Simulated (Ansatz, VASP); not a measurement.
## SnO2: VASP beside Ansatz

File INCAR:

```
SYSTEM = SnO2
PREC = Accurate ; ENCUT = 600
EDIFF = 1E-6 ; ISMEAR = -1
SIGMA = 0.05 ; LREAL = .False.
LASPH = .True. ; NELM = 120
ALGO = Normal ; ISIF = 2
LWAVE = .False. ; LCHARG = .True.
GGA = PS ; LELF = .True.
LVHAR = .True. ; NBANDS = 64
GGA_COMPAT = .False.
```

File KPOINTS:

```
regular mesh
0
Gamma
  6 6 6
  0 0 0
```

The input POSCAR:

```
SnO2
1.0
   -3.2270916651      3.3915534035      3.3911074170
    3.2270916651     -3.3915534035      3.3911074170
    3.2270916651      3.3915534035     -3.3911074170
Sn O
4 8
Direct
    0.5000000000      0.0000000000      0.0000000000
    0.5000000000      0.5000000000      0.5000000000
    0.0035990000      0.7535990000      0.2500000000
    0.9964010000      0.2464010000      0.7500000000
    0.8064960000      0.8037740000      0.4972780000
    0.8064960000      0.3092180000      0.0027220000
    0.3024350000      0.2459400000      0.0564950000
    0.6894450000      0.2459400000      0.4435050000
    0.3105550000      0.7540600000      0.5564950000
    0.1935040000      0.6907820000      0.9972780000
    0.6975650000      0.7540600000      0.9435050000
    0.1935040000      0.1962260000      0.5027220000
```

File input.yaml:

```yaml
crystal:
  lattice:
    - [-3.2270916651, 3.3915534035, 3.391107417]
    - [3.2270916651, -3.3915534035, 3.391107417]
    - [3.2270916651, 3.3915534035, -3.391107417]
  atoms:
    - { symbol: Sn, position: [0.5, 0.0, 0.0] }
    - { symbol: Sn, position: [0.5, 0.5, 0.5] }
    - { symbol: Sn, position: [0.003599, 0.753599, 0.25] }
    - { symbol: Sn, position: [0.996401, 0.246401, 0.75] }
    - { symbol: O, position: [0.806496, 0.803774, 0.497278] }
    - { symbol: O, position: [0.806496, 0.309218, 0.002722] }
    - { symbol: O, position: [0.302435, 0.24594, 0.056495] }
    - { symbol: O, position: [0.689445, 0.24594, 0.443505] }
    - { symbol: O, position: [0.310555, 0.75406, 0.556495] }
    - { symbol: O, position: [0.193504, 0.690782, 0.997278] }
    - { symbol: O, position: [0.697565, 0.75406, 0.943505] }
    - { symbol: O, position: [0.193504, 0.196226, 0.502722] }
hamiltonian:
  xc: pbesol
  pseudopotentials: { kind: paw }
kpoints:
  mp_grid: { grid: [6, 6, 6] }
scf:
  occupations: { method: fermi_dirac, width: 0.05 }
output:
  forces: true
  stress: true
  eigenvalues: true
```

Alike in both runs: task single point; functional PBEsol; k mesh 6 × 6 × 6; occupations fermi-dirac, width 0.05 eV; no spin polarisation.

|  | VASP | Ansatz |
| --- | --- | --- |
| version | VASP 6.6.1 | Ansatz 0.2.0 |
| potentials or method | VASP PAW PBE potentials, release 64 (Sn_d, O) | Ansatz PAW |
| plane-wave cutoff (eV) | 600 | 420 |
| valence electrons in the cell | 104 | 104 |

|  | VASP | Ansatz | Ansatz less VASP |
| --- | --- | --- | --- |
| gap on the k mesh at the Fermi level (eV) | 0.74 | 0.75 | +0.005 |
| least direct gap on the mesh (eV) | 0.74 | 0.75 | +0.005 |
| pressure (GPa) | -2.6 | -3.0 | -0.46 |
| traceless stress, the component that is largest in VASP (GPa) | -0.25 | -0.44 | -0.192 |
| rms of the force components (eV/Å) | 0.020 | 0.023 | +0.0029 |

VASP's potentials were made for PBE, not for PBEsol. Atom by atom the forces differ by 0.007 eV/Å (rms over components).
